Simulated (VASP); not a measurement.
# Bi3O (P4/mmm) in VASP: single point with PBE

Aim: the single point of Bi3O with PBE.

Program: VASP 6.6.1. These are calculated values, not measurements. Logs are shortened: lines on timing, memory, paths and dates and some standing lists are left out, and cuts for length are marked.

## 1. The cell of the first run

Symmetry: P4/mmm, No. 123, tetragonal system. The conventional cell has a = 4.913 Å, b = 4.913 Å, c = 4.603 Å, α = 90.00°, β = 90.00°, γ = 90.00°. Within 4.4 Å of Bi (site symmetry 4/mmm) lie 8 Bi at 3.37 Å and 8 O at 4.17 Å. Within 3.2 Å of Bi (site symmetry mmm) lie 2 O at 2.46 Å. Within 3.2 Å of O (site symmetry 4/mmm) lie 4 Bi at 2.46 Å.

The cell was built from a structure type or drawn by symmetry, and may not be a known phase.

## 2. Single point, PBE

Input file INCAR:

```
SYSTEM = Bi3O
PREC = Accurate
ENCUT = 520
EDIFF = 1E-6
ISMEAR = 0
SIGMA = 0.1
LREAL = .False.
LASPH = .True.
NELM = 60
ALGO = Normal
ISIF = 2
LWAVE = .False.
LCHARG = .False.
GGA = PE
NBANDS = 34
```

Input file KPOINTS:

```
Automatic mesh
0
Gamma
  8 8 8
  0 0 0
```

Input file POSCAR:

```
Bi3O
1.0
    4.9130097890      0.0000000000      0.0000000000
    0.0000000000      4.9130097890      0.0000000000
    0.0000000000      0.0000000000      4.6033287624
Bi O
3 1
Direct
    0.0000000000      0.0000000000      0.5000000000
    0.5000000000      0.0000000000      0.0000000000
    0.0000000000      0.5000000000      0.0000000000
    0.5000000000      0.5000000000      0.0000000000
```

Potentials or basis: VASP PAW PBE potentials, release 64 (Bi_d, O).

Launch:

```
> cat potpaw_PBE.64/Bi_d/POTCAR potpaw_PBE.64/O/POTCAR > POTCAR
> mpirun -np 1 vasp_std > vasp.out
```

OUTCAR:

```text
SYSTEM = Bi3O
   PREC = Accurate
   ENCUT = 520
   EDIFF = 1E-6
   ISMEAR = 0
   LREAL = .False.
   LASPH = .True.
   NELM = 60
   ISIF = 2
   GGA = PE

 ion  position               nearest neighbor table
   1  0.000  0.000  0.500-   2 3.37   3 3.37   2 3.37   3 3.37   3 3.37   3 3.37   2 3.37   2 3.37

   2  0.500  0.000  0.000-   4 2.46   4 2.46   1 3.37   1 3.37   1 3.37   1 3.37   3 3.47   3 3.47
                             3 3.47   3 3.47
   3  0.000  0.500  0.000-   4 2.46   4 2.46   1 3.37   1 3.37   1 3.37   1 3.37   2 3.47   2 3.47
                             2 3.47   2 3.47
   4  0.500  0.500  0.000-   2 2.46   3 2.46   2 2.46   3 2.46

  LATTYP: Found a simple tetragonal cell.
 ALAT       =     4.9130097890
 C/A-ratio  =     0.9369671464

  Lattice vectors:

 A1 = (   4.9130097890,   0.0000000000,   0.0000000000)
 A2 = (   0.0000000000,   4.9130097890,   0.0000000000)
 A3 = (   0.0000000000,   0.0000000000,   4.6033287624)

Analysis of symmetry for initial positions (statically):
=====================================================================
 Subroutine PRICEL returns:
 Original cell was already a primitive cell.

 Routine SETGRP: Setting up the symmetry group for a
 simple tetragonal supercell.

 Subroutine GETGRP returns: Found 16 space group operations
 (whereof 16 operations were pure point group operations)
 out of a pool of 16 trial point group operations.

The static configuration has the point symmetry D_4h.

Analysis of symmetry for dynamics (positions and initial velocities):
=====================================================================
 Subroutine PRICEL returns:
 Original cell was already a primitive cell.

 Routine SETGRP: Setting up the symmetry group for a
 simple tetragonal supercell.

 Subroutine GETGRP returns: Found 16 space group operations
 (whereof 16 operations were pure point group operations)
 out of a pool of 16 trial point group operations.

The dynamic configuration has the point symmetry D_4h.

 Subroutine INISYM returns: Found 16 space group operations
 (whereof 16 operations are pure point group operations),
 and found     1 'primitive' translations

----------------------------------------------------------------------------------------

                                     Primitive cell

  volume of cell :     111.1136

  direct lattice vectors                    reciprocal lattice vectors
     4.913009789  0.000000000  0.000000000     0.203541219  0.000000000  0.000000000
     0.000000000  4.913009789  0.000000000     0.000000000  0.203541219  0.000000000
[... 92 lines left out ...]
   NSW    =      0    number of steps for IOM
   IBRION =     -1    ionic relax: 0-MD 1-quasi-New 2-CG
   NFREE  =      0    steps in history (QN), initial steepest desc. (CG)
   ISIF   =      2    stress and relaxation
   ISYM   =      2    0-nonsym 1-usesym 2-fastsym
   POTIM  = 0.5000    time-step for ionic-motion
   TEBEG  =    0.0;   TEEND  =   0.0 temperature during run
   PSTRESS=    0.0 pullay stress
   NELECT =      51.0000    total number of electrons
   NUPDOWN=      -1.0000    fix difference up-down
   EMIN   =  10.00;   EMAX   =-10.00  energy-range for DOS
   EFERMI =   0.00;   METHOD = LEGACY
   ISMEAR =     0;   SIGMA  =   0.10  broadening in eV -4-tet -1-fermi 0-gaus
   EFERMI_NEDOS =   21; number of points for ismear=-14 and -15
   IALGO  =     38    algorithm
   IMIX   =      4    mixing-type and parameters
     AMIX     =   0.40;   BMIX     =  1.00
     AMIX_MAG =   1.60;   BMIX_MAG =  1.00
  volume/ion in A,a.u.               =      27.78       187.46
  Fermi-wavevector in a.u.,A,eV,Ry     =   1.262823  2.386389 21.697508  1.594722
  Thomas-Fermi vector in A             =   2.396211
   LORBIT       =      0    0 simple, 1 ext, 2 COOP (PROOUT), +10 PAW based schemes
   GGA     = PE    functional components
   LHFCALC =     F    Hartree Fock is set to
   AEXX    =    0.0000 exact exchange contribution
   IVDW    =     0    specifies the selected vdW correction
   LEPSILON=     F    determine dielectric tensor
   LRPA    =     F    only Hartree local field effects (RPA)
 non-spin polarized calculation
 Gauss-broadening in eV      SIGMA  =   0.10
  energy-cutoff  :      520.00
  volume of cell :      111.11
 maximum number of plane-waves:      3037
 NGX is ok and might be reduce to    40
   NGX = 19   NGY = 19   NGZ = 17

 number of electron      50.9999990 magnetization

 Free energy of the ion-electron system (eV)
  ---------------------------------------------------
  ext. energy  EPLUGINS =         0.00000000
  ---------------------------------------------------
  free energy    TOTEN  =       -17.59614676 eV

  energy without entropy =      -17.58647855  energy(sigma->0) =      -17.59131266

 E-fermi :   6.4239     XC(G=0):  -9.6686

 val. band max:        6.4030289103   @ k =   0.1250   0.0000   0.2500
 cond. band min:       6.4394751792   @ k =   0.3750   0.1250   0.1250
 fundamental gap:      0.0364462689
 Fermi energy:         6.4239443085

 k-point     1 :       0.0000    0.0000    0.0000
  band No.  band energies     occupation
      1     -16.9184      2.00000
      2     -16.8750      2.00000
      3     -16.7921      2.00000
      4     -16.7921      2.00000
      5     -16.7785      2.00000
      6     -16.7185      2.00000
[... 877 lines left out ...]
     33      12.9611      0.00000
     34      14.1899      0.00000

 [... further k-points ...]

------------------------ aborting loop because EDIFF is reached ----------------------------------------

  FORCE on cell =-STRESS in cart. coord.  units (eV):
  Direction    XX          YY          ZZ          XY          YZ          ZX
  --------------------------------------------------------------------------------------
  -------------------------------------------------------------------------------------
  Total       -0.0121479     -0.0121479     -0.0536540      0.0000000     -0.0000000      0.0000000
  in kB       -0.1751645     -0.1751645     -0.7736511      0.0000000     -0.0000000      0.0000000
  external PRESSURE =      -0.3746600 kB  Pullay stress =       0.0000000 kB

 VOLUME and BASIS-vectors are now :
 -----------------------------------------------------------------------------
  energy-cutoff  :      520.00
  volume of cell :      111.11
      direct lattice vectors                 reciprocal lattice vectors
     4.913009789  0.000000000  0.000000000     0.203541219  0.000000000  0.000000000
     0.000000000  4.913009789  0.000000000     0.000000000  0.203541219  0.000000000
     0.000000000  0.000000000  4.603328762     0.000000000  0.000000000  0.217234104

 POSITION                                       TOTAL-FORCE (eV/Angst)
 -----------------------------------------------------------------------------------
      0.00000      0.00000      2.30166         0.000000      0.000000      0.000000
      2.45650      0.00000      0.00000         0.000000      0.000000      0.000000
      0.00000      2.45650      0.00000         0.000000      0.000000      0.000000
      2.45650      2.45650      0.00000         0.000000      0.000000      0.000000
 -----------------------------------------------------------------------------------
    total drift:                               -0.000000      0.000000     -0.000000

  FREE ENERGIE OF THE ION-ELECTRON SYSTEM (eV)
  ---------------------------------------------------
  free  energy   TOTEN  =       -17.5961467649 eV

  energy  without entropy=      -17.5864785466  energy(sigma->0) =      -17.59131266
```

OSZICAR:

```text
N       E                     dE             d eps       ncg     rms          rms(c)
DAV:   1     0.606884245833E+03    0.60688E+03   -0.26317E+04  5108   0.180E+03
DAV:   2     0.586536189601E+02   -0.54823E+03   -0.53274E+03  5190   0.500E+02
DAV:   3    -0.162933294915E+02   -0.74947E+02   -0.73227E+02  6376   0.194E+02
DAV:   4    -0.198860740878E+02   -0.35927E+01   -0.35734E+01  5594   0.450E+01
DAV:   5    -0.200338970744E+02   -0.14782E+00   -0.14779E+00  6504   0.882E+00    0.908E+00
DAV:   6    -0.180382358429E+02    0.19957E+01   -0.10853E+01  6870   0.242E+01    0.636E+00
DAV:   7    -0.176001178748E+02    0.43812E+00   -0.25928E+00  5444   0.834E+00    0.177E+00
DAV:   8    -0.175999700832E+02    0.14779E-03   -0.45538E-01  5464   0.325E+00    0.733E-01
DAV:   9    -0.175974139166E+02    0.25562E-02   -0.42816E-02  7296   0.136E+00    0.366E-01
DAV:  10    -0.175966706972E+02    0.74322E-03   -0.19265E-02  6542   0.921E-01    0.214E-01
DAV:  11    -0.175962440131E+02    0.42668E-03   -0.44837E-03  6244   0.374E-01    0.783E-02
DAV:  12    -0.175961339557E+02    0.11006E-03   -0.81891E-04  5996   0.156E-01    0.183E-02
DAV:  13    -0.175961459698E+02   -0.12014E-04   -0.14121E-04  5920   0.564E-02    0.437E-03
DAV:  14    -0.175961467649E+02   -0.79517E-06   -0.50079E-06  5648   0.132E-02
   1 F= -.17596147E+02 E0= -.17591313E+02  d E =-.966822E-02
```

stdout:

```text
POSCAR found type information on POSCAR BiO
 POSCAR found :  2 types and       4 ions
 scaLAPACK will be used
 LDA part: xc-table for (Slater+PW92), standard interpolation
 POSCAR, INCAR and KPOINTS ok, starting setup
 FFT: planning ... GRIDC
 FFT: planning ... GRID_SOFT
 FFT: planning ... GRID
 WAVECAR not read
 entering main loop
```

Run time: 2.5 min. Hardware: 1 thread of Intel Xeon 6975P-C (Granite Rapids), shared host; peak memory 0.37 GiB.

What came out:

```
Free energy            : -17.5961 eV
Pressure               : 0.0 GPa
Band gap on the k mesh : zero (an odd number of electrons rules out a gap without spin polarisation)
```

Levels at points of the mesh, in eV from the Fermi level:
```
           k point  band 21  band 22  band 23  band 24  band 25  band 26  band 27  band 28  band 29  band 30
(0.00, 0.00, 0.00)    -5.71    -3.94    -2.18    -2.18    -1.58     1.19     2.67     3.22     3.22     4.36
(0.50, 0.00, 0.00)    -2.91    -2.87    -2.29    -2.06    -0.69    -0.28     0.50     1.72     2.93     3.23
(0.50, 0.50, 0.00)    -2.33    -2.26    -2.26    -0.96    -0.65    -0.24    -0.24     0.09     0.09     3.30
(0.00, 0.00, 0.50)    -5.48    -3.30    -0.70    -0.70    -0.64    -0.43    -0.43    -0.14     0.50     5.54
(0.50, 0.00, 0.50)    -4.50    -3.17    -1.97    -1.89    -1.12    -0.65    -0.50     1.52     4.04     4.69
(0.50, 0.50, 0.50)    -3.88    -3.88    -2.74    -1.98    -1.98    -0.43     3.49     3.93     4.26     4.54
```

Caveat: spin-orbit coupling is left out, which moves the levels of the heavy elements; an odd number of electrons without spin polarisation forces a metal; a magnetic or distorted state may lie lower.
